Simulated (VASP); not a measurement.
# Si (Fd-3m) in VASP: a series of runs

Runs on Si. Level: r2SCAN. Tasks: single point.

Program: VASP 6.6.1. These are calculated values, not measurements. Logs are shortened: lines on timing, memory, paths and dates and some standing lists are left out, and cuts for length are marked.

## (1) The cell of the first run

It takes space group Fd-3m (No. 227, cubic). The conventional cell has a = 5.445 Å, b = 5.445 Å, c = 5.445 Å, α = 90.00°, β = 90.00°, γ = 90.00°. Within 3.1 Å of Si (site symmetry -43m) lie 4 Si at 2.36 Å.

## (2) Single point, r2SCAN

Input file POSCAR:

```
Si
1.0
    0.0000000000      2.7227277379      2.7227277379
    2.7227277379      0.0000000000      2.7227277379
    2.7227277379      2.7227277379      0.0000000000
Si
2
Direct
    0.5000000000      0.5000000000      0.5000000000
    0.7500000000      0.7500000000      0.7500000000
```

Input file INCAR.step1:

```
SYSTEM = Si
PREC     = Accurate       ! precision mode
ENCUT    = 520            ! plane-wave cutoff, eV
ISMEAR   = -1             ! smearing method
SIGMA    = 0.05           ! smearing width, eV
LREAL    = .False.        ! projectors in reciprocal space
LASPH    = .True.         ! aspherical terms in the spheres
NELM     = 60             ! most SCF steps
NBANDS   = 11             ! bands
GGA      = PE             ! functional
ALGO     = Normal         ! electronic algorithm
EDIFF    = 1E-4           ! SCF threshold, eV
LWAVE    = .True.         ! write WAVECAR
LCHARG   = .False.        ! write CHGCAR
```

Input file INCAR.step2:

```
SYSTEM = Si
PREC     = Accurate       ! precision mode
ENCUT    = 520            ! plane-wave cutoff, eV
EDIFF    = 1E-6           ! SCF threshold, eV
ISMEAR   = -1             ! smearing method
SIGMA    = 0.05           ! smearing width, eV
LREAL    = .False.        ! projectors in reciprocal space
LASPH    = .True.         ! aspherical terms in the spheres
NELM     = 60             ! most SCF steps
ALGO     = Normal         ! electronic algorithm
ISIF     = 2              ! what is computed and relaxed
LWAVE    = .False.        ! write WAVECAR
LCHARG   = .False.        ! write CHGCAR
METAGGA  = R2SCAN         ! meta-GGA
LMIXTAU  = .True.       
NBANDS   = 11             ! bands
ISTART   = 1
```

Input file KPOINTS:

```
Automatic mesh
0
Gamma
  6 6 6
  0 0 0
```

Potentials or basis: VASP PAW PBE potentials, release 64 (Si).

Run with:

```console
cat potpaw_PBE.64/Si/POTCAR > POTCAR
cp INCAR.step1 INCAR
mpirun -np 1 vasp_std > vasp.out
cp INCAR.step2 INCAR
mpirun -np 1 vasp_std > vasp.out
```

OUTCAR:

```text
SYSTEM = Si
   PREC = Accurate
   ENCUT = 520
   EDIFF = 1E-6
   ISMEAR = -1
   LREAL = .False.
   LASPH = .True.
   NELM = 60
   ISIF = 2
   METAGGA = R2SCAN
   ISTART = 1

 ion  position               nearest neighbor table
   1  0.500  0.500  0.500-   2 2.36   2 2.36   2 2.36   2 2.36
   2  0.750  0.750  0.750-   1 2.36   1 2.36   1 2.36   1 2.36

  LATTYP: Found a face centered cubic cell.
 ALAT       =     5.4454554758

  Lattice vectors:

 A1 = (   0.0000000000,   2.7227277379,   2.7227277379)
 A2 = (   2.7227277379,   0.0000000000,   2.7227277379)
 A3 = (   2.7227277379,   2.7227277379,   0.0000000000)

Analysis of symmetry for initial positions (statically):
=====================================================================
 Subroutine PRICEL returns:
 Original cell was already a primitive cell.

 Routine SETGRP: Setting up the symmetry group for a
 face centered cubic supercell.

 Subroutine GETGRP returns: Found 48 space group operations
 (whereof 24 operations were pure point group operations)
 out of a pool of 48 trial point group operations.

The static configuration has the point symmetry T_d .
 The point group associated with its full space group is O_h .

Analysis of symmetry for dynamics (positions and initial velocities):
=====================================================================
 Subroutine PRICEL returns:
 Original cell was already a primitive cell.

 Routine SETGRP: Setting up the symmetry group for a
 face centered cubic supercell.

 Subroutine GETGRP returns: Found 48 space group operations
 (whereof 24 operations were pure point group operations)
 out of a pool of 48 trial point group operations.

The dynamic configuration has the point symmetry T_d .
 The point group associated with its full space group is O_h .

 Subroutine INISYM returns: Found 48 space group operations
 (whereof 24 operations are pure point group operations),
 and found     1 'primitive' translations

----------------------------------------------------------------------------------------

                                     Primitive cell

  volume of cell :      40.3685

  direct lattice vectors                    reciprocal lattice vectors
     0.000000000  2.722727738  2.722727738    -0.183639368  0.183639368  0.183639368
     2.722727738  0.000000000  2.722727738     0.183639368 -0.183639368  0.183639368
     2.722727738  2.722727738  0.000000000     0.183639368  0.183639368 -0.183639368

  length of vectors
     3.850518494  3.850518494  3.850518494     0.318072715  0.318072715  0.318072715

  position of ions in fractional coordinates (direct lattice)
     0.500000000  0.500000000  0.500000000
     0.750000000  0.750000000  0.750000000

  ion indices of the primitive-cell ions
   primitive index   ion index
                 1           1
                 2           2

----------------------------------------------------------------------------------------

 KPOINTS: Automatic mesh

Automatic generation of k-mesh.
 Grid dimensions read from file:
 generate k-points for:    6    6    6

 Generating k-lattice:

  Cartesian coordinates                     Fractional coordinates (reciprocal lattice)
    -0.030606561  0.030606561  0.030606561     0.166666667  0.000000000  0.000000000
     0.030606561 -0.030606561  0.030606561     0.000000000  0.166666667  0.000000000
     0.030606561  0.030606561 -0.030606561     0.000000000  0.000000000  0.166666667

  Length of vectors
     0.053012119  0.053012119  0.053012119

  Shift w.r.t. Gamma in fractional coordinates (k-lattice)
     0.000000000  0.000000000  0.000000000

 Subroutine IBZKPT returns following result:
 ===========================================

 Found     16 irreducible k-points:

 Following reciprocal coordinates:
            Coordinates               Weight
  0.000000  0.000000  0.000000      1.000000
  0.166667  0.000000  0.000000      8.000000
  0.333333  0.000000  0.000000      8.000000
  0.500000  0.000000  0.000000      4.000000
  0.166667  0.166667  0.000000      6.000000
  0.333333  0.166667  0.000000     24.000000
[... 8 lines left out ...]
 -0.333333  0.333333  0.166667     24.000000
 -0.333333  0.500000  0.166667     12.000000
   k-points           NKPTS =     16   k-points in BZ     NKDIM =     16   number of bands    NBANDS=     11
   number of dos      NEDOS =    301   number of ions     NIONS =      2
   total plane-waves  NPLWV =  27000
   dimension x,y,z NGX =    30 NGY =   30 NGZ =   30
   dimension x,y,z NGXF=    60 NGYF=   60 NGZF=   60
   ions per type =               2
   NGX,Y,Z   is equivalent  to a cutoff of  12.95, 12.95, 12.95 a.u.
   NGXF,Y,Z  is equivalent  to a cutoff of  25.90, 25.90, 25.90 a.u.
 SYSTEM =  Si
   PREC   = accura    normal or accurate (medium, high low for compatibility)
   ISTART =      1    job   : 0-new  1-cont  2-samecut
   ICHARG =      0    charge: 1-file 2-atom 10-const
   ISPIN  =      1    spin polarized calculation?
   LNONCOLLINEAR =      F non collinear calculations
   LSORBIT =      F    spin-orbit coupling
   LASPH  =      T    aspherical Exc in radial PAW
   ENCUT  =  520.0 eV  38.22 Ry    6.18 a.u.   7.16  7.16  7.16*2*pi/ulx,y,z
   NELM   =     60;   NELMIN=  2; NELMDL=  0     # of ELM steps
   EDIFF  = 0.1E-05   stopping-criterion for ELM
   LREAL  =      F    real-space projection
   EDIFFG = 0.1E-04   stopping-criterion for IOM
   NSW    =      0    number of steps for IOM
   IBRION =     -1    ionic relax: 0-MD 1-quasi-New 2-CG
   NFREE  =      0    steps in history (QN), initial steepest desc. (CG)
   ISIF   =      2    stress and relaxation
   ISYM   =      2    0-nonsym 1-usesym 2-fastsym
   POTIM  = 0.5000    time-step for ionic-motion
   TEBEG  =    0.0;   TEEND  =   0.0 temperature during run
   PSTRESS=    0.0 pullay stress
   NELECT =       8.0000    total number of electrons
   NUPDOWN=      -1.0000    fix difference up-down
   EMIN   =  10.00;   EMAX   =-10.00  energy-range for DOS
   EFERMI =   0.00;   METHOD = LEGACY
   ISMEAR =    -1;   SIGMA  =   0.05  broadening in eV -4-tet -1-fermi 0-gaus
   EFERMI_NEDOS =   21; number of points for ismear=-14 and -15
   IALGO  =     38    algorithm
   IMIX   =      4    mixing-type and parameters
     AMIX     =   0.40;   BMIX     =  1.00
     AMIX_MAG =   1.60;   BMIX_MAG =  1.00
  volume/ion in A,a.u.               =      20.18       136.21
  Fermi-wavevector in a.u.,A,eV,Ry     =   0.954459  1.803666 12.394798  0.910992
  Thomas-Fermi vector in A             =   2.083208
   LORBIT       =      0    0 simple, 1 ext, 2 COOP (PROOUT), +10 PAW based schemes
   METAGGA = R2SCAN    functional components
   LHFCALC =     F    Hartree Fock is set to
   AEXX    =    0.0000 exact exchange contribution
   IVDW    =     0    specifies the selected vdW correction
   LEPSILON=     F    determine dielectric tensor
   LRPA    =     F    only Hartree local field effects (RPA)
 non-spin polarized calculation
  energy-cutoff  :      520.00
  volume of cell :       40.37
 maximum number of plane-waves:      1106
 NGX is ok and might be reduce to    30
   NGX = 15   NGY = 15   NGZ = 15

 number of electron       8.0000001 magnetization

 Free energy of the ion-electron system (eV)
  ---------------------------------------------------
  ext. energy  EPLUGINS =         0.00000000
  ---------------------------------------------------
  free energy    TOTEN  =       -17.52893280 eV

  energy without entropy =      -17.52892775  energy(sigma->0) =      -17.52893027

 E-fermi :   6.0939     XC(G=0):  -9.8188

 val. band max:        5.6615747587   @ k =   0.0000   0.0000   0.0000
 cond. band min:       6.5947993595   @ k =   0.5000   0.5000   0.0000
 fundamental gap:      0.9332246008
 Fermi energy:         6.0939180423

 k-point     1 :       0.0000    0.0000    0.0000
  band No.  band energies     occupation
      1      -6.8069      2.00000
      2       5.6616      1.99965
      3       5.6616      1.99965
      4       5.6616      1.99965
      5       8.4147      0.00000
      6       8.4147      0.00000
      7       8.4147      0.00000
      8       9.5517      0.00000
      9      13.7808      0.00000
     10      13.7808      0.00000
     11      14.3214      0.00000

 k-point     2 :       0.1667    0.0000    0.0000
  band No.  band energies     occupation
      1      -6.4294      2.00000
      2       3.2171      2.00000
      3       5.1888      2.00000
      4       5.1888      2.00000
      5       8.3081      0.00000
      6       9.0968      0.00000
      7       9.0968      0.00000
      8      11.6285      0.00000
      9      13.1545      0.00000
     10      13.1545      0.00000
     11      15.4496      0.00000

 k-point     3 :       0.3333    0.0000    0.0000
  band No.  band energies     occupation
      1      -5.3686      2.00000
      2       0.1374      2.00000
      3       4.6067      2.00000
      4       4.6067      2.00000
      5       7.7397      0.00000
      6       9.4201      0.00000
      7       9.4201      0.00000
      8      14.1191      0.00000
      9      14.1191      0.00000
     10      14.1202      0.00000
     11      15.4742      0.00000
[... 155 lines left out ...]
 k-point    15 :      -0.3333    0.3333    0.1667
  band No.  band energies     occupation
      1      -3.3860      2.00000
      2      -1.4463      2.00000
      3       1.5131      2.00000
      4       2.7913      2.00000
      5       9.3081      0.00000
      6       9.5404      0.00000
      7      12.1851      0.00000
      8      12.6450      0.00000
      9      13.7112      0.00000
     10      17.4411      0.00000
     11      18.3563      0.00000

 k-point    16 :      -0.3333    0.5000    0.1667
  band No.  band energies     occupation
      1      -2.3459      2.00000
      2      -2.3459      2.00000
      3       1.8810      2.00000
      4       1.8810      2.00000
      5       8.6892      0.00000
      6       8.6892      0.00000
      7      12.8918      0.00000
      8      12.8918      0.00000
      9      16.8940      0.00000
     10      16.8940      0.00000
     11      19.3950      0.00000

------------------------ aborting loop because EDIFF is reached ----------------------------------------

  FORCE on cell =-STRESS in cart. coord.  units (eV):
  Direction    XX          YY          ZZ          XY          YZ          ZX
  --------------------------------------------------------------------------------------
  -------------------------------------------------------------------------------------
  Total       -0.0596431     -0.0596431     -0.0596431     -0.0000000      0.0000000      0.0000000
  in kB       -2.3671615     -2.3671615     -2.3671615     -0.0000000      0.0000000      0.0000000
  external PRESSURE =      -2.3671615 kB  Pullay stress =       0.0000000 kB

 VOLUME and BASIS-vectors are now :
 -----------------------------------------------------------------------------
  energy-cutoff  :      520.00
  volume of cell :       40.37
      direct lattice vectors                 reciprocal lattice vectors
     0.000000000  2.722727738  2.722727738    -0.183639368  0.183639368  0.183639368
     2.722727738  0.000000000  2.722727738     0.183639368 -0.183639368  0.183639368
     2.722727738  2.722727738  0.000000000     0.183639368  0.183639368 -0.183639368

 POSITION                                       TOTAL-FORCE (eV/Angst)
 -----------------------------------------------------------------------------------
      2.72273      2.72273      2.72273         0.000000      0.000000      0.000000
      4.08409      4.08409      4.08409        -0.000000     -0.000000     -0.000000
 -----------------------------------------------------------------------------------
    total drift:                                0.000000     -0.000000     -0.000000

  FREE ENERGIE OF THE ION-ELECTRON SYSTEM (eV)
  ---------------------------------------------------
  free  energy   TOTEN  =       -17.5289327967 eV

  energy  without entropy=      -17.5289277456  energy(sigma->0) =      -17.52893027
```

It took 68 s on 1 thread of AMD EPYC 7R13, shared host; peak memory 0.13 GiB.

What came out:

| Property | Result |
| --- | --- |
| Free energy | -17.5289 eV |
| Pressure | -0.2 GPa |
| Band gap on the k mesh | 0.93 eV, indirect (least direct gap 2.75 eV) |

Levels at points of the mesh, in eV from the valence-band top:
```csv
k point,band 1,band 2,band 3,band 4,band 5,band 6,band 7,band 8,band 9
"(0.00, 0.00, 0.00)",-12.47,0.00,0.00,0.00,2.75,2.75,2.75,3.89,8.12
"(0.50, 0.00, 0.00)",-10.04,-7.23,-1.27,-1.27,1.85,3.59,3.59,8.32,11.14
"(0.50, 0.50, 0.00)",-8.13,-8.13,-2.99,-2.99,0.93,0.93,10.81,10.81,11.59
```

Caveat: the PAW data sets were made with another functional, which shifts forces and pressure a little. r2SCAN opens gaps a little over a GGA but as a rule still falls short of measured ones.

## (3) Single point, r2SCAN (volume scaled by 0.88)

Input file POSCAR:

```
Si
1.0
    0.0000000000      2.6091463497      2.6091463497
    2.6091463497      0.0000000000      2.6091463497
    2.6091463497      2.6091463497      0.0000000000
Si
2
Direct
    0.5000000000      0.5000000000      0.5000000000
    0.7500000000      0.7500000000      0.7500000000
```

Input file INCAR.step1:

```
SYSTEM = Si
  ALGO = Normal
  EDIFF = 1E-4
  ENCUT = 520
  GGA = PE
  ISMEAR = -1
  LASPH = .True.
  LCHARG = .False.
  LREAL = .False.
  LWAVE = .True.
  NBANDS = 11
  NELM = 80
  PREC = Accurate
  SIGMA = 0.05
```

Input file INCAR.step2:

```
SYSTEM = Si
  ALGO = Normal
  EDIFF = 1E-6
  ENCUT = 520
  ISIF = 2
  ISMEAR = -1
  ISTART = 1
  LASPH = .True.
  LCHARG = .True.
  LELF = .True.
  LMIXTAU = .True.
  LREAL = .False.
  LVHAR = .True.
  LWAVE = .False.
  METAGGA = R2SCAN
  NBANDS = 11
  NELM = 80
  PREC = Accurate
  SIGMA = 0.05
```

Input file KPOINTS:

```
k-points
0
Gamma
  9 9 9
  0 0 0
```

Potentials or basis: VASP PAW PBE potentials, release 64 (Si).

Run with:

```console
cat potpaw_PBE.64/Si/POTCAR > POTCAR
cp INCAR.step1 INCAR
mpirun -np 1 vasp_std > vasp.out
cp INCAR.step2 INCAR
mpirun -np 1 vasp_std > vasp.out
```

OUTCAR:

```text
SYSTEM = Si
   EDIFF = 1E-6
   ENCUT = 520
   ISIF = 2
   ISMEAR = -1
   ISTART = 1
   LASPH = .True.
   LREAL = .False.
   METAGGA = R2SCAN
   NELM = 80
   PREC = Accurate

 ion  position               nearest neighbor table
   1  0.500  0.500  0.500-   2 2.26   2 2.26   2 2.26   2 2.26
   2  0.750  0.750  0.750-   1 2.26   1 2.26   1 2.26   1 2.26

  LATTYP: Found a face centered cubic cell.
 ALAT       =     5.2182926994

  Lattice vectors:

 A1 = (   0.0000000000,   2.6091463497,   2.6091463497)
[... 524 lines left out ...]

  FORCE on cell =-STRESS in cart. coord.  units (eV):
  Direction    XX          YY          ZZ          XY          YZ          ZX
  --------------------------------------------------------------------------------------
  -------------------------------------------------------------------------------------
  Total        3.4914292      3.4914292      3.4914292     -0.0000000      0.0000000      0.0000000
  in kB      157.4666202    157.4666202    157.4666202     -0.0000000      0.0000000      0.0000000
  external PRESSURE =     157.4666202 kB  Pullay stress =       0.0000000 kB

 VOLUME and BASIS-vectors are now :
 -----------------------------------------------------------------------------
  energy-cutoff  :      520.00
  volume of cell :       35.52
      direct lattice vectors                 reciprocal lattice vectors
     0.000000000  2.609146350  2.609146350    -0.191633559  0.191633559  0.191633559
     2.609146350  0.000000000  2.609146350     0.191633559 -0.191633559  0.191633559
     2.609146350  2.609146350  0.000000000     0.191633559  0.191633559 -0.191633559

 POSITION                                       TOTAL-FORCE (eV/Angst)
 -----------------------------------------------------------------------------------
      2.60915      2.60915      2.60915        -0.000000     -0.000000      0.000000
      3.91372      3.91372      3.91372         0.000000      0.000000     -0.000000
 -----------------------------------------------------------------------------------
    total drift:                                0.000000      0.000000     -0.000000

  FREE ENERGIE OF THE ION-ELECTRON SYSTEM (eV)
  ---------------------------------------------------
  free  energy   TOTEN  =       -17.3407214825 eV

  energy  without entropy=      -17.3406864613  energy(sigma->0) =      -17.34070397
```

OSZICAR.step1:

```text
N       E                     dE             d eps       ncg     rms          rms(c)
DAV:   1     0.892970488827E+01    0.89297E+01   -0.32966E+03   778   0.593E+02
DAV:   2    -0.103257203748E+02   -0.19255E+02   -0.18470E+02  1041   0.899E+01
DAV:   3    -0.108551212825E+02   -0.52940E+00   -0.52673E+00   957   0.132E+01
DAV:   4    -0.108589088351E+02   -0.37876E-02   -0.37871E-02   911   0.144E+00
DAV:   5    -0.108589428014E+02   -0.33966E-04   -0.33966E-04   971   0.128E-01    0.570E+00
DAV:   6    -0.106749235611E+02    0.18402E+00   -0.11499E-01   866   0.139E+00    0.351E+00
DAV:   7    -0.105973409374E+02    0.77583E-01   -0.20037E-01   853   0.196E+00    0.330E-01
DAV:   8    -0.105984599002E+02   -0.11190E-02   -0.77706E-03   884   0.489E-01    0.947E-02
DAV:   9    -0.105986172096E+02   -0.15731E-03   -0.14666E-04   933   0.804E-02    0.688E-02
DAV:  10    -0.105986435347E+02   -0.26325E-04   -0.24556E-05   551   0.288E-02
   1 F= -.10598644E+02 E0= -.10598545E+02  d E =-.197402E-03
```

Wall time 2.2 min (1 thread of AMD EPYC 7R13, shared host); peak memory 0.12 GiB.

Results:

| Item | Value |
| --- | --- |
| Free energy | -17.3407 eV |
| Pressure | 15.7 GPa |
| Band gap on the k mesh | 0.54 eV, indirect (least direct gap 2.80 eV) |

Caveat: the PAW data sets were made with another functional, which shifts forces and pressure a little. A k mesh can miss the band edges.
